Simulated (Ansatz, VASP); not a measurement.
Two plane-wave programs on HfNb3F

```
CELL_PARAMETERS angstrom
3.78525 0.00000 0.00000
-1.89262 3.27812 0.00000
0.00000 0.00000 6.77651
ATOMIC_POSITIONS crystal
Hf 0.00000 0.00000 0.00000
Nb 0.33333 0.66667 0.81432
Nb 0.33333 0.66667 0.18568
Nb 0.33333 0.66667 0.50000
F 0.00000 0.00000 0.50000
```

Alike in both runs: task relaxation of cell and atoms; functional PBE; k mesh 6 × 6 × 4; occupations gaussian, width 0.1 eV; no spin polarisation.

|  | VASP | Ansatz |
| --- | --- | --- |
| version | VASP 6.6.1 | Ansatz 0.2.0 |
| potentials or method | VASP PAW PBE potentials, release 64 (Hf_pv, Nb_sv, F), cutoff 600 eV | scalar-relativistic, plane waves, PAW |
| valence electrons in the cell | 56 | 72 |

```csv
,VASP,Ansatz,Ansatz less VASP
"gap on the k mesh at the Fermi level, each at its own relaxed structure (eV)",none,none,-
relaxed volume (Å³/atom),19.38,19.66,+0.281
relaxed cell length with the largest relative difference (Å),9.234,9.473,+0.2383
```

A gap of «none» marks a metal or a gap that the smearing closes. VASP's potentials hold 56 valence electrons a cell and Ansatz's 72, so a difference there can come from the potentials and not from the codes.

Neither program's run includes spin-orbit coupling. Noted on VASP's run: the volume moved by over 15 % at a fixed basis, so the end points are rough.
